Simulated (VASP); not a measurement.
Input of a VASP 6.6.1 run:

File INCAR:

```
SYSTEM = Al
PREC     = Accurate       ! precision mode
ENCUT    = 520            ! plane-wave cutoff, eV
EDIFF    = 1E-6           ! SCF threshold, eV
ISMEAR   = 0              ! smearing method
SIGMA    = 0.15           ! smearing width, eV
LREAL    = .FALSE.        ! projectors in reciprocal space
LASPH    = .TRUE.         ! aspherical terms in the spheres
NELM     = 100            ! most SCF steps
ALGO     = Normal         ! electronic algorithm
ISIF     = 2              ! what is computed and relaxed
LWAVE    = .FALSE.        ! write WAVECAR
LCHARG   = .FALSE.        ! write CHGCAR
GGA      = RE             ! functional
NBANDS   = 8              ! bands
```

KPOINTS

```
regular mesh
0
G
  20 20 20
  0 0 0
```

File POSCAR:

```
Al
1.0
    0.0000000000      2.0239800000      1.8620616000
    2.0239800000      0.0000000000      1.8620616000
    2.0239800000      2.0239800000      0.0000000000
Al
1
Direct
    0.0000000000      0.0000000000      0.0000000000
```

Potentials or basis: VASP PAW PBE potentials, release 64 (Al).

Launch:

```bash
$ cat potpaw_PBE.64/Al/POTCAR > POTCAR
$ mpirun -np 1 vasp_std > vasp.out
```

(1) Predict the pressure.

## Answers

(1) 9.0 GPa.

Caveat: the PAW data sets were made with another functional, which shifts forces and pressure a little.
